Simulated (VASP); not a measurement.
# Cd (P6_3/mmc) in VASP: notebook

Runs on Cd. Level: PBEsol. Tasks: single point.

Program: VASP 6.6.1. These are calculated values, not measurements. Logs are shortened: lines on timing, memory, paths and dates and some standing lists are left out, and cuts for length are marked.

## (1) The cell of the first run

It takes space group P6_3/mmc (No. 194, hexagonal). The conventional cell has a = 2.462 Å, b = 2.462 Å, c = 3.956 Å, α = 90.00°, β = 90.00°, γ = 120.00°. Within 3.2 Å of Cd (site symmetry -6m2) lie 12 Cd at 2.44 to 2.46 Å.

## (2) Single point, PBEsol (10.38 Å³/atom)

File INCAR:

```
SYSTEM = Cd
PREC = Accurate
ENCUT = 630
EDIFF = 1E-6
ISMEAR = -1
SIGMA = 0.05
LREAL = .FALSE.
LASPH = .TRUE.
NELM = 120
ALGO = Normal
ISIF = 2
LWAVE = .FALSE.
LCHARG = .TRUE.
GGA = PS
LELF = .TRUE.
LVHAR = .TRUE.
NBANDS = 27
GGA_COMPAT = .FALSE.
```

File KPOINTS:

```
regular mesh
0
G
  14 14 8
  0 0 0
```

File POSCAR:

```
Cd
1.0
    2.4622420934      0.0000000000      0.0000000000
   -1.2311210467      2.1323642032      0.0000000000
    0.0000000000      0.0000000000      3.9555509345
Cd
2
Direct
    0.3333333333      0.6666666667      0.2500000000
    0.6666666667      0.3333333333      0.7500000000
```

Potentials or basis: VASP PAW PBE potentials, release 64 (Cd_sv_GW).

Started as:

```
> cat potpaw_PBE.64/Cd_sv_GW/POTCAR > POTCAR
> mpirun -np 1 vasp_std > vasp.out
```

OUTCAR:

```text
SYSTEM = Cd
   PREC = Accurate
   ENCUT = 630
   EDIFF = 1E-6
   ISMEAR = -1
   LREAL = .FALSE.
   LASPH = .TRUE.
   NELM = 120
   ISIF = 2
   GGA = PS

 ion  position               nearest neighbor table
   1  0.333  0.667  0.250-   2 2.44   2 2.44   2 2.44   2 2.44   2 2.44   2 2.44
   2  0.667  0.333  0.750-   1 2.44   1 2.44   1 2.44   1 2.44   1 2.44   1 2.44

  LATTYP: Found a hexagonal cell.
 ALAT       =     2.4622420934
 C/A-ratio  =     1.6064833532

  Lattice vectors:

 A1 = (   2.4622420934,   0.0000000000,   0.0000000000)
 A2 = (  -1.2311210467,   2.1323642032,   0.0000000000)
 A3 = (   0.0000000000,   0.0000000000,   3.9555509345)

Analysis of symmetry for initial positions (statically):
=====================================================================
 Subroutine PRICEL returns:
 Original cell was already a primitive cell.

 Routine SETGRP: Setting up the symmetry group for a
 hexagonal supercell.

 Subroutine GETGRP returns: Found 24 space group operations
 (whereof 12 operations were pure point group operations)
 out of a pool of 24 trial point group operations.

The static configuration has the point symmetry D_3d.
 The point group associated with its full space group is D_6h.

Analysis of symmetry for dynamics (positions and initial velocities):
=====================================================================
 Subroutine PRICEL returns:
 Original cell was already a primitive cell.

 Routine SETGRP: Setting up the symmetry group for a
 hexagonal supercell.

 Subroutine GETGRP returns: Found 24 space group operations
 (whereof 12 operations were pure point group operations)
 out of a pool of 24 trial point group operations.

The dynamic configuration has the point symmetry D_3d.
 The point group associated with its full space group is D_6h.

 Subroutine INISYM returns: Found 24 space group operations
 (whereof 12 operations are pure point group operations),
 and found     1 'primitive' translations

----------------------------------------------------------------------------------------

                                     Primitive cell

  volume of cell :      20.7682

  direct lattice vectors                    reciprocal lattice vectors
[... 72 lines left out ...]
   dimension x,y,z NGX =    20 NGY =   20 NGZ =   32
   dimension x,y,z NGXF=    40 NGYF=   40 NGZF=   64
   ions per type =               2
   NGX,Y,Z   is equivalent  to a cutoff of  13.50, 13.50, 13.45 a.u.
   NGXF,Y,Z  is equivalent  to a cutoff of  27.01, 27.01, 26.90 a.u.
 SYSTEM =  Cd
   PREC   = accura    normal or accurate (medium, high low for compatibility)
   ISTART =      0    job   : 0-new  1-cont  2-samecut
   ICHARG =      2    charge: 1-file 2-atom 10-const
   ISPIN  =      1    spin polarized calculation?
   LNONCOLLINEAR =      F non collinear calculations
   LSORBIT =      F    spin-orbit coupling
   LASPH  =      T    aspherical Exc in radial PAW
   ENCUT  =  630.0 eV  46.30 Ry    6.80 a.u.   5.04  5.04  8.10*2*pi/ulx,y,z
   NELM   =    120;   NELMIN=  2; NELMDL= -5     # of ELM steps
   EDIFF  = 0.1E-05   stopping-criterion for ELM
   LREAL  =      F    real-space projection
   EDIFFG = 0.1E-04   stopping-criterion for IOM
   NSW    =      0    number of steps for IOM
   IBRION =     -1    ionic relax: 0-MD 1-quasi-New 2-CG
   NFREE  =      0    steps in history (QN), initial steepest desc. (CG)
   ISIF   =      2    stress and relaxation
   ISYM   =      2    0-nonsym 1-usesym 2-fastsym
   POTIM  = 0.5000    time-step for ionic-motion
   TEBEG  =    0.0;   TEEND  =   0.0 temperature during run
   PSTRESS=    0.0 pullay stress
   NELECT =      40.0000    total number of electrons
   NUPDOWN=      -1.0000    fix difference up-down
   EMIN   =  10.00;   EMAX   =-10.00  energy-range for DOS
   EFERMI =   0.00;   METHOD = LEGACY
   ISMEAR =    -1;   SIGMA  =   0.05  broadening in eV -4-tet -1-fermi 0-gaus
   EFERMI_NEDOS =   21; number of points for ismear=-14 and -15
   IALGO  =     38    algorithm
   IMIX   =      4    mixing-type and parameters
     AMIX     =   0.40;   BMIX     =  1.00
     AMIX_MAG =   1.60;   BMIX_MAG =  1.00
  volume/ion in A,a.u.               =      10.38        70.08
  Fermi-wavevector in a.u.,A,eV,Ry     =   2.036863  3.849113 56.447991  4.148810
  Thomas-Fermi vector in A             =   3.043230
   LORBIT       =      0    0 simple, 1 ext, 2 COOP (PROOUT), +10 PAW based schemes
   GGA     = PS    functional components
   LHFCALC =     F    Hartree Fock is set to
   AEXX    =    0.0000 exact exchange contribution
   IVDW    =     0    specifies the selected vdW correction
   LEPSILON=     F    determine dielectric tensor
   LRPA    =     F    only Hartree local field effects (RPA)
 non-spin polarized calculation
  energy-cutoff  :      630.00
  volume of cell :       20.77
 maximum number of plane-waves:       768
   NGX = 11   NGY = 11   NGZ = 17

 number of electron      40.0000018 magnetization

 Free energy of the ion-electron system (eV)
  ---------------------------------------------------
  ext. energy  EPLUGINS =         0.00000000
  ---------------------------------------------------
  free energy    TOTEN  =         6.45354282 eV

  energy without entropy =        6.45553578  energy(sigma->0) =        6.45453930

 E-fermi :  19.9910     XC(G=0): -16.2641

 val. band max:       19.7969348391   @ k =   0.2857   0.2857   0.0000
 cond. band min:      20.0131173476   @ k =   0.0000   0.0000   0.0000
 fundamental gap:      0.2161825085
 Fermi energy:        19.9909865637

 k-point     1 :       0.0000    0.0000    0.0000
  band No.  band energies     occupation
      1     -87.6158      2.00000
      2     -87.4942      2.00000
      3     -49.0963      2.00000
      4     -48.4750      2.00000
      5     -48.4750      2.00000
      6     -48.3640      2.00000
[... 709 lines left out ...]
     26      28.9844      0.00000
     27      29.7510      0.00000

 [... further k-points ...]
[... 5 lines left out ...]
  --------------------------------------------------------------------------------------
  -------------------------------------------------------------------------------------
  Total       37.0591373     37.0591373     37.1208314     -0.0000000      0.0000000      0.0000000
  in kB     2858.9513901   2858.9513903   2863.7108233     -0.0000000      0.0000000      0.0000000
  external PRESSURE =    2860.5378679 kB  Pullay stress =       0.0000000 kB

 VOLUME and BASIS-vectors are now :
 -----------------------------------------------------------------------------
  energy-cutoff  :      630.00
  volume of cell :       20.77
      direct lattice vectors                 reciprocal lattice vectors
     2.462242093  0.000000000  0.000000000     0.406133906  0.234481520  0.000000000
    -1.231121047  2.132364203  0.000000000     0.000000000  0.468963040  0.000000000
     0.000000000  0.000000000  3.955550935     0.000000000  0.000000000  0.252809284

 POSITION                                       TOTAL-FORCE (eV/Angst)
 -----------------------------------------------------------------------------------
     -0.00000      1.42158      0.98889         0.000000     -0.000000      0.000000
      1.23112      0.71079      2.96666        -0.000000      0.000000      0.000000
 -----------------------------------------------------------------------------------
    total drift:                                0.000000     -0.000000      0.000000

  FREE ENERGIE OF THE ION-ELECTRON SYSTEM (eV)
  ---------------------------------------------------
  free  energy   TOTEN  =         6.4535428209 eV

  energy  without entropy=        6.4555357802  energy(sigma->0) =        6.45453930
```

OSZICAR:

```text
N       E                     dE             d eps       ncg     rms          rms(c)
DAV:   1     0.114043346478E+04    0.11404E+04   -0.27447E+04  6971   0.313E+03
DAV:   2     0.108635800100E+03   -0.10318E+04   -0.99814E+03  6492   0.101E+03
DAV:   3     0.101522795877E+02   -0.98484E+02   -0.97006E+02  9495   0.423E+02
DAV:   4     0.630325968636E+01   -0.38490E+01   -0.38409E+01  9642   0.919E+01
DAV:   5     0.605085399308E+01   -0.25241E+00   -0.25239E+00 10198   0.197E+01    0.121E+02
DAV:   6     0.640760671483E+01    0.35675E+00   -0.70085E-01  9759   0.238E+01    0.710E+01
DAV:   7     0.644779150592E+01    0.40185E-01   -0.15626E-01 10879   0.763E+00    0.324E+00
DAV:   8     0.645353119006E+01    0.57397E-02   -0.28647E-02  8718   0.487E+00    0.291E-01
DAV:   9     0.645352907827E+01   -0.21118E-05   -0.12117E-03  8801   0.537E-01    0.805E-02
DAV:  10     0.645354300833E+01    0.13930E-04   -0.40826E-05 10082   0.157E-01    0.766E-02
DAV:  11     0.645354282091E+01   -0.18742E-06   -0.39755E-06  6790   0.600E-02
   1 F= 0.64535428E+01 E0= 0.64545393E+01  d E =-.199296E-02
```

Wall time 33 s (1 thread of Intel Xeon 6975P-C (Granite Rapids), shared host); peak memory 0.21 GiB.

What came out:

```yaml
Free_energy: 6.4535 eV
Pressure: 286.1 GPa
Band_gap_on_the_k_mesh: zero (bands 20 and 21 overlap by 1.80 eV)
```

Stress tensor (GPa, compression positive):
```
285.90   0.00   0.00
  0.00 285.90   0.00
  0.00   0.00 286.37
```

Levels at points of the mesh, in eV from the Fermi level:
```
           k point  band 16  band 17  band 18  band 19  band 20  band 21  band 22  band 23  band 24  band 25
(0.00, 0.00, 0.00)   -13.81   -13.81   -11.74   -11.74    -7.86     0.02    10.58    13.33    13.74    17.78
(0.50, 0.00, 0.00)   -11.54   -11.28   -11.24    -6.81    -4.11     3.17     3.29     6.83     7.31     7.72
(0.00, 0.00, 0.50)   -13.98   -12.33   -12.33   -12.33   -12.33     8.65     8.65    11.70    11.70    16.95
(0.50, 0.00, 0.50)   -11.84   -11.35   -11.35    -6.21    -6.21     0.92     0.92    10.91    10.91    11.49
```

Caveat: the cell stands under pressure; the PAW data sets were made with another functional, which shifts forces and pressure a little.

## (3) Single point, PBEsol

File INCAR:

```
  ALGO = Normal
  EDIFF = 1E-6
  ENCUT = 630
  GGA = PS
  GGA_COMPAT = F
  ISIF = 2
  ISMEAR = -1
  LASPH = T
  LCHARG = F
  LREAL = F
  LWAVE = F
  NBANDS = 27
  NELM = 120
  PREC = Accurate
  SIGMA = 0.05
```

File KPOINTS:

```
k-points
0
Gamma
  14 14 8
```

POSCAR is that of step 2.

Potentials or basis: VASP PAW PBE potentials, release 64 (Cd_sv_GW).

Started as:

```
> cat potpaw_PBE.64/Cd_sv_GW/POTCAR > POTCAR
> mpirun -np 1 vasp_std > vasp.out
```

OUTCAR:

```text
EDIFF = 1E-6
   ENCUT = 630
   GGA = PS
   ISIF = 2
   ISMEAR = -1
   LASPH = T
   LREAL = F
   NELM = 120
   PREC = Accurate

 ion  position               nearest neighbor table
   1  0.333  0.667  0.250-   2 2.44   2 2.44   2 2.44   2 2.44   2 2.44   2 2.44
   2  0.667  0.333  0.750-   1 2.44   1 2.44   1 2.44   1 2.44   1 2.44   1 2.44

  LATTYP: Found a hexagonal cell.
 ALAT       =     2.4622420934
 C/A-ratio  =     1.6064833532

  Lattice vectors:

 A1 = (   2.4622420934,   0.0000000000,   0.0000000000)
 A2 = (  -1.2311210467,   2.1323642032,   0.0000000000)
 A3 = (   0.0000000000,   0.0000000000,   3.9555509345)

Analysis of symmetry for initial positions (statically):
=====================================================================
 Subroutine PRICEL returns:
 Original cell was already a primitive cell.

 Routine SETGRP: Setting up the symmetry group for a
 hexagonal supercell.

 Subroutine GETGRP returns: Found 24 space group operations
 (whereof 12 operations were pure point group operations)
 out of a pool of 24 trial point group operations.

The static configuration has the point symmetry D_3d.
[... 152 lines left out ...]
 number of electron      40.0000018 magnetization

 Free energy of the ion-electron system (eV)
  ---------------------------------------------------
  ext. energy  EPLUGINS =         0.00000000
  ---------------------------------------------------
  free energy    TOTEN  =         6.45354282 eV

  energy without entropy =        6.45553578  energy(sigma->0) =        6.45453930

 E-fermi :  19.9910     XC(G=0): -16.2641

 val. band max:       19.7969348391   @ k =   0.2857   0.2857   0.0000
 cond. band min:      20.0131173476   @ k =   0.0000   0.0000   0.0000
 fundamental gap:      0.2161825085
 Fermi energy:        19.9909865637

 k-point     1 :       0.0000    0.0000    0.0000
  band No.  band energies     occupation
      1     -87.6158      2.00000
      2     -87.4942      2.00000
      3     -49.0963      2.00000
      4     -48.4750      2.00000
      5     -48.4750      2.00000
      6     -48.3640      2.00000
[... 709 lines left out ...]
     26      28.9844      0.00000
     27      29.7510      0.00000

 [... further k-points ...]
[... 5 lines left out ...]
  --------------------------------------------------------------------------------------
  -------------------------------------------------------------------------------------
  Total       37.0591371     37.0591371     37.1208312      0.0000000     -0.0000000      0.0000000
  in kB     2858.9513755   2858.9513756   2863.7108088      0.0000000     -0.0000000      0.0000000
  external PRESSURE =    2860.5378533 kB  Pullay stress =       0.0000000 kB

 VOLUME and BASIS-vectors are now :
 -----------------------------------------------------------------------------
  energy-cutoff  :      630.00
  volume of cell :       20.77
      direct lattice vectors                 reciprocal lattice vectors
     2.462242093  0.000000000  0.000000000     0.406133906  0.234481520  0.000000000
    -1.231121047  2.132364203  0.000000000     0.000000000  0.468963040  0.000000000
     0.000000000  0.000000000  3.955550935     0.000000000  0.000000000  0.252809284

 POSITION                                       TOTAL-FORCE (eV/Angst)
 -----------------------------------------------------------------------------------
     -0.00000      1.42158      0.98889         0.000000      0.000000      0.000000
      1.23112      0.71079      2.96666        -0.000000     -0.000000      0.000000
 -----------------------------------------------------------------------------------
    total drift:                                0.000000     -0.000000      0.000000

  FREE ENERGIE OF THE ION-ELECTRON SYSTEM (eV)
  ---------------------------------------------------
  free  energy   TOTEN  =         6.4535428210 eV

  energy  without entropy=        6.4555357803  energy(sigma->0) =        6.45453930
```

stdout:

```text
POSCAR found type information on POSCAR Cd
 POSCAR found :  1 types and       2 ions
 scaLAPACK will be used
 -----------------------------------------------------------------------------
|                                                                             |
|                                                                             |
|     You enforced a specific xc type in the INCAR file but a different       |
|     I HOPE YOU KNOW WHAT YOU ARE DOING!                                     |
|                                                                             |
 -----------------------------------------------------------------------------

 LDA part: xc-table for (Slater+PW92), standard interpolation
 POSCAR, INCAR and KPOINTS ok, starting setup
 FFT: planning ... GRIDC
 FFT: planning ... GRID_SOFT
 FFT: planning ... GRID
 WAVECAR not read
 entering main loop
```

Run time: 39 s. Hardware: 1 thread of AMD EPYC 9R45 (Zen 5), shared host; peak memory 0.18 GiB.

What came out:

- Free energy: 6.4535 eV
- Pressure: 286.1 GPa
- Band gap on the k mesh: zero (bands 20 and 21 overlap by 1.80 eV)

Levels at points of the mesh, in eV from the Fermi level:
| k point | band 16 | band 17 | band 18 | band 19 | band 20 | band 21 | band 22 | band 23 | band 24 | band 25 |
| --- | --- | --- | --- | --- | --- | --- | --- | --- | --- | --- |
| (0.00, 0.00, 0.00) | -13.81 | -13.81 | -11.74 | -11.74 | -7.86 | 0.02 | 10.58 | 13.33 | 13.74 | 17.78 |
| (0.50, 0.00, 0.00) | -11.54 | -11.28 | -11.24 | -6.81 | -4.11 | 3.17 | 3.29 | 6.83 | 7.31 | 7.72 |
| (0.00, 0.00, 0.50) | -13.98 | -12.33 | -12.33 | -12.33 | -12.33 | 8.65 | 8.65 | 11.70 | 11.70 | 16.95 |
| (0.50, 0.00, 0.50) | -11.84 | -11.35 | -11.35 | -6.21 | -6.21 | 0.92 | 0.92 | 10.91 | 10.91 | 11.49 |

Caveat: the cell stands under pressure; the PAW data sets were made with another functional, which shifts forces and pressure a little.

The gap in the log of VASP goes by the Fermi energy; the results here count the filled bands.